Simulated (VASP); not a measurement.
# Sr (Im-3m) in VASP: further runs, part 2 of 2

VASP 6.6.1. The steps go on from the part before.

### 3 Electric field gradients, PBE

This run uses another cell than the first one, of 57.04 Å³/atom.

Contents of INCAR:

```
ALGO = Normal ; EDIFF = 1E-8
ENCUT = 520 ; GGA = PE
ISIF = 2 ; ISMEAR = -1
LASPH = True ; LCHARG = False
LEFG = True ; LREAL = False
LWAVE = False ; NBANDS = 11
NELM = 100 ; PREC = Accurate
SIGMA = 0.05
```

Contents of KPOINTS:

```
k-points
0
Gamma
  10 10 10
```

Contents of POSCAR:

```
Sr
1.0
   -2.4250000000      2.4250000000      2.4250000000
    2.4250000000     -2.4250000000      2.4250000000
    2.4250000000      2.4250000000     -2.4250000000
Sr
1
Direct
    0.0000000000      0.0000000000      0.0000000000
```

Potentials or basis: VASP PAW PBE potentials, release 64 (Sr_sv).

Run with:

```sh
cat potpaw_PBE.64/Sr_sv/POTCAR > POTCAR
mpirun -np 1 vasp_std > vasp.out
```

OUTCAR:

```text
EDIFF = 1E-8
   ENCUT = 520
   GGA = PE
   ISIF = 2
   ISMEAR = -1
   LASPH = True
   LREAL = False
   NELM = 100
   PREC = Accurate

 ion  position               nearest neighbor table
   1  0.000  0.000  0.000-

  LATTYP: Found a body centered cubic cell.
 ALAT       =     4.8500000000

  Lattice vectors:

 A1 = (  -2.4250000000,   2.4250000000,   2.4250000000)
 A2 = (   2.4250000000,  -2.4250000000,   2.4250000000)
 A3 = (   2.4250000000,   2.4250000000,  -2.4250000000)

Analysis of symmetry for initial positions (statically):
=====================================================================
 Subroutine PRICEL returns:
 Original cell was already a primitive cell.

 Routine SETGRP: Setting up the symmetry group for a
 body centered cubic supercell.

 Subroutine GETGRP returns: Found 48 space group operations
 (whereof 48 operations were pure point group operations)
 out of a pool of 48 trial point group operations.

The static configuration has the point symmetry O_h .

Analysis of symmetry for dynamics (positions and initial velocities):
=====================================================================
 Subroutine PRICEL returns:
 Original cell was already a primitive cell.

 Routine SETGRP: Setting up the symmetry group for a
 body centered cubic supercell.

 Subroutine GETGRP returns: Found 48 space group operations
 (whereof 48 operations were pure point group operations)
 out of a pool of 48 trial point group operations.

The dynamic configuration has the point symmetry O_h .

 Subroutine INISYM returns: Found 48 space group operations
 (whereof 48 operations are pure point group operations),
 and found     1 'primitive' translations

----------------------------------------------------------------------------------------

                                     Primitive cell

  volume of cell :      57.0421

  direct lattice vectors                    reciprocal lattice vectors
    -2.425000000  2.425000000  2.425000000     0.000000000  0.206185567  0.206185567
     2.425000000 -2.425000000  2.425000000     0.206185567  0.000000000  0.206185567
     2.425000000  2.425000000 -2.425000000     0.206185567  0.206185567  0.000000000

  length of vectors
     4.200223208  4.200223208  4.200223208     0.291590425  0.291590425  0.291590425

  position of ions in fractional coordinates (direct lattice)
     0.000000000  0.000000000  0.000000000

  ion indices of the primitive-cell ions
   primitive index   ion index
                 1           1

----------------------------------------------------------------------------------------

 KPOINTS: k-points

Automatic generation of k-mesh.
 Grid dimensions read from file:
 generate k-points for:   10   10   10
[... 70 lines left out ...]
   ISIF   =      2    stress and relaxation
   ISYM   =      2    0-nonsym 1-usesym 2-fastsym
   POTIM  = 0.5000    time-step for ionic-motion
   TEBEG  =    0.0;   TEEND  =   0.0 temperature during run
   PSTRESS=    0.0 pullay stress
   NELECT =      10.0000    total number of electrons
   NUPDOWN=      -1.0000    fix difference up-down
   EMIN   =  10.00;   EMAX   =-10.00  energy-range for DOS
   EFERMI =   0.00;   METHOD = LEGACY
   ISMEAR =    -1;   SIGMA  =   0.05  broadening in eV -4-tet -1-fermi 0-gaus
   EFERMI_NEDOS =   21; number of points for ismear=-14 and -15
   IALGO  =     38    algorithm
   IMIX   =      4    mixing-type and parameters
     AMIX     =   0.40;   BMIX     =  1.00
     AMIX_MAG =   1.60;   BMIX_MAG =  1.00
  volume/ion in A,a.u.               =      57.04       384.94
  Fermi-wavevector in a.u.,A,eV,Ry     =   0.916241  1.731445 11.422060  0.839498
  Thomas-Fermi vector in A             =   2.041074
   LORBIT       =      0    0 simple, 1 ext, 2 COOP (PROOUT), +10 PAW based schemes
   GGA     = PE    functional components
   LHFCALC =     F    Hartree Fock is set to
   AEXX    =    0.0000 exact exchange contribution
   IVDW    =     0    specifies the selected vdW correction
   LEPSILON=     F    determine dielectric tensor
   LRPA    =     F    only Hartree local field effects (RPA)
 non-spin polarized calculation
  energy-cutoff  :      520.00
  volume of cell :       57.04
 maximum number of plane-waves:      1566
   NGX = 15   NGY = 15   NGZ = 15

 number of electron      10.0000000 magnetization

 Free energy of the ion-electron system (eV)
  ---------------------------------------------------
  ext. energy  EPLUGINS =         0.00000000
  ---------------------------------------------------
  free energy    TOTEN  =        -1.63194762 eV

  energy without entropy =       -1.62123199  energy(sigma->0) =       -1.62658980

 E-fermi :   1.4860     XC(G=0):  -7.2385

 val. band max:        1.4545284257   @ k =   0.5000   0.5000   0.3000
 cond. band min:       1.5244100294   @ k =   0.5000   0.5000   0.2000
 fundamental gap:      0.0698816037
 Fermi energy:         1.4859545434

 k-point     1 :       0.0000    0.0000    0.0000
  band No.  band energies     occupation
      1     -35.2265      2.00000
      2     -17.1184      2.00000
      3     -17.1184      2.00000
      4     -17.1184      2.00000
      5      -2.1216      2.00000
      6       3.7936      0.00000
      7       3.7936      0.00000
      8       3.7936      0.00000
      9       5.0708      0.00000
     10       5.0708      0.00000
     11       9.4019      0.00000
[... 309 lines left out ...]
 k-point    24 :      -0.3000    0.3000    0.1000
  band No.  band energies     occupation
      1     -35.2171      2.00000
      2     -17.2306      2.00000
      3     -17.1628      2.00000
      4     -17.1314      2.00000
      5      -0.6356      2.00000
      6       2.5836      0.00000
      7       3.1113      0.00000
      8       4.3109      0.00000
      9       5.1018      0.00000
     10       5.4589      0.00000
     11       8.0653      0.00000

 [... further k-points ...]

------------------------ aborting loop because EDIFF is reached ----------------------------------------

  FORCE on cell =-STRESS in cart. coord.  units (eV):
  Direction    XX          YY          ZZ          XY          YZ          ZX
  --------------------------------------------------------------------------------------
  -------------------------------------------------------------------------------------
  Total       -0.2126948     -0.2126948     -0.2126948      0.0000000     -0.0000000      0.0000000
  in kB       -5.9740970     -5.9740970     -5.9740970      0.0000000     -0.0000000      0.0000000
  external PRESSURE =      -5.9740970 kB  Pullay stress =       0.0000000 kB

 VOLUME and BASIS-vectors are now :
 -----------------------------------------------------------------------------
  energy-cutoff  :      520.00
  volume of cell :       57.04
      direct lattice vectors                 reciprocal lattice vectors
    -2.425000000  2.425000000  2.425000000     0.000000000  0.206185567  0.206185567
     2.425000000 -2.425000000  2.425000000     0.206185567  0.000000000  0.206185567
     2.425000000  2.425000000 -2.425000000     0.206185567  0.206185567  0.000000000

 POSITION                                       TOTAL-FORCE (eV/Angst)
 -----------------------------------------------------------------------------------
      0.00000      0.00000      0.00000         0.000000      0.000000     -0.000000
 -----------------------------------------------------------------------------------
    total drift:                                0.000000      0.000000     -0.000000

  FREE ENERGIE OF THE ION-ELECTRON SYSTEM (eV)
  ---------------------------------------------------
  free  energy   TOTEN  =        -1.6319476166 eV

  energy  without entropy=       -1.6212319900  energy(sigma->0) =       -1.62658980

 Electric field gradients (V/A^2)
---------------------------------------------------------------------
 ion       V_xx      V_yy      V_zz      V_xy      V_xz      V_yz
---------------------------------------------------------------------
   1      -0.000     0.000     0.000    -0.000    -0.000    -0.000
---------------------------------------------------------------------

 Electric field gradients after diagonalization (V/A^2)
 (convention: |V_zz| > |V_xx| > |V_yy|)
----------------------------------------------------------------------
 ion       V_xx      V_yy      V_zz     asymmetry (V_yy - V_xx)/ V_zz
----------------------------------------------------------------------
   1       0.000     0.000    -0.000       0.000
----------------------------------------------------------------------

           NMR quadrupolar parameters

 Cq : quadrupolar parameter    Cq=e*Q*V_zz/h
 eta: asymmetry parameters     (V_yy - V_xx)/ V_zz
 Q  : nuclear electric quadrupole moment in mb (millibarn)
----------------------------------------------------------------------
 ion       Cq(MHz)       eta       Q (mb)
----------------------------------------------------------------------
   1      -0.000       0.000       1.000
----------------------------------------------------------------------
```

stdout:

```text
POSCAR found type information on POSCAR Sr
 POSCAR found :  1 types and       1 ions
 scaLAPACK will be used
 LDA part: xc-table for (Slater+PW92), standard interpolation
 POSCAR, INCAR and KPOINTS ok, starting setup
 FFT: planning ... GRIDC
 FFT: planning ... GRID_SOFT
 FFT: planning ... GRID
 WAVECAR not read
 entering main loop
ion   1
```

Wall time 28 s (1 thread of Intel Xeon Platinum 8259CL at 2.50GHz (Skylake/Cascade Lake), shared host); peak memory 0.18 GiB.

What came out:

```
Free energy                             : -1.6319 eV
Pressure                                : -0.6 GPa
Band gap on the k mesh                  : zero (bands 5 and 6 overlap by 0.33 eV)
Largest electric field gradient by atom : zero within the noise of the run
```

Levels at points of the mesh, in eV from the Fermi level:
```tsv
k point	band 1	band 2	band 3	band 4	band 5	band 6	band 7	band 8	band 9	band 10
(0.00, 0.00, 0.00)	-36.71	-18.60	-18.60	-18.60	-3.61	2.31	2.31	2.31	3.58	3.58
(0.50, 0.00, 0.00)	-36.70	-18.78	-18.66	-18.60	-1.00	0.15	1.19	3.39	4.05	5.21
(0.50, 0.50, 0.50)	-36.69	-18.73	-18.73	-18.73	-0.11	-0.11	3.45	3.45	3.45	4.83
```
